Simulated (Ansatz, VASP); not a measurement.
**Two plane-wave programs on MnAs**

The input POSCAR:

```
MnAs
1.0
    3.7100000000      0.0000000000      0.0000000000
   -1.8550000000      3.2129542480      0.0000000000
    0.0000000000      0.0000000000      5.6910000000
As Mn
2 2
Direct
    0.6666666667      0.3333333333      0.7500000000
    0.3333333333      0.6666666667      0.2500000000
    0.0000000000      0.0000000000      0.5000000000
    0.0000000000      0.0000000000      0.0000000000
```

File INCAR.step1:

```
SYSTEM = MnAs
  PREC = Accurate
  ENCUT = 520
  EDIFF = 1E-5
  ISMEAR = -1
  SIGMA = 0.05
  LREAL = .FALSE.
  LASPH = .TRUE.
  NELM = 150
  ALGO = Normal
  ISIF = 2
  LWAVE = .TRUE.
  LCHARG = .FALSE.
  ISPIN = 2
  MAGMOM = 0 0 4 4
  LORBIT = 11
  LMAXMIX = 4
  GGA = PE
  NBANDS = 30
  LUSENCCL = .FALSE.
```

File INCAR.step2:

```
SYSTEM = MnAs
  PREC = Accurate
  ENCUT = 520
  EDIFF = 1E-6
  ISMEAR = -1
  SIGMA = 0.05
  LREAL = .FALSE.
  LASPH = .TRUE.
  NELM = 150
  ALGO = Normal
  ISIF = 2
  LWAVE = .FALSE.
  LCHARG = .FALSE.
  ISPIN = 2
  MAGMOM = 0 0 4 4
  LORBIT = 11
  LMAXMIX = 4
  GGA = PE
  LHFCALC = .TRUE.
  AEXX = 0.4
  HFSCREEN = 0.2
  PRECFOCK = Normal
  ISTART = 1
  NBANDS = 30
  LUSENCCL = .FALSE.
```

File KPOINTS:

```
Automatic mesh
0
G
  4 4 3
  0 0 0
```

input.yaml

```yaml
crystal:
  lattice:
    - [3.71, 0.0, 0.0]
    - [-1.855, 3.212954248, 0.0]
    - [0.0, 0.0, 5.691]
  atoms:
    - { symbol: As, position: [0.6666666667, 0.3333333333, 0.75] }
    - { symbol: As, position: [0.3333333333, 0.6666666667, 0.25] }
    - { symbol: Mn, position: [0.0, 0.0, 0.5], spin: 4.0 }
    - { symbol: Mn, position: [0.0, 0.0, 0.0], spin: 4.0 }
hamiltonian:
  xc: { exchange: pbe, correlation: pbe, exx: { coeff: 0.4, omega: 0.2 } }
  pseudopotentials: { kind: paw }
magnetization:
  spin_polarized: true
kpoints:
  mp_grid: { grid: [4, 4, 3] }
scf:
  occupations: { method: fermi_dirac, width: 0.05 }
output:
  forces: true
  stress: true
  eigenvalues: true
  write_density: true
  write_potential: true
  elf: true
  volumetric_format: npy
```

Alike in both runs: task single point; functional PBE-based screened hybrid; k mesh 4 × 4 × 3; occupations fermi-dirac, width 0.05 eV; collinear spin.

|  | VASP | Ansatz |
| --- | --- | --- |
| version | VASP 6.6.1 | Ansatz 0.2.0 |
| potentials or method | VASP PAW PBE potentials, release 64 (As, Mn_pv) | Ansatz PAW |
| plane-wave cutoff (eV) | 520 | 420 |
| valence electrons in the cell | 36 | 60 |

```csv
,VASP,Ansatz,Ansatz less VASP
gap on the k mesh at the Fermi level (eV),none,none,-
pressure (GPa),12.2,12.5,+0.25
"traceless stress, the component that is largest in VASP (GPa)",0.52,0.39,-0.121
net moment per atom (μB),2.01,2.01,0.000
size of the moment on the site where the two differ most (μB),4.28,4.21,-0.063
```

VASP's potentials were made for PBE, not for PBE-based screened hybrid. Site moments also hang on the region over which each program counts them. A gap of «none» marks a metal or a gap that the smearing closes. VASP's potentials hold 36 valence electrons a cell and Ansatz's 60, so a difference there can come from the potentials and not from the codes.

The k mesh is coarse, so the values compare programs but aren't converged. Noted on Ansatz's run: the magnetic or orbital state may not be the lowest.
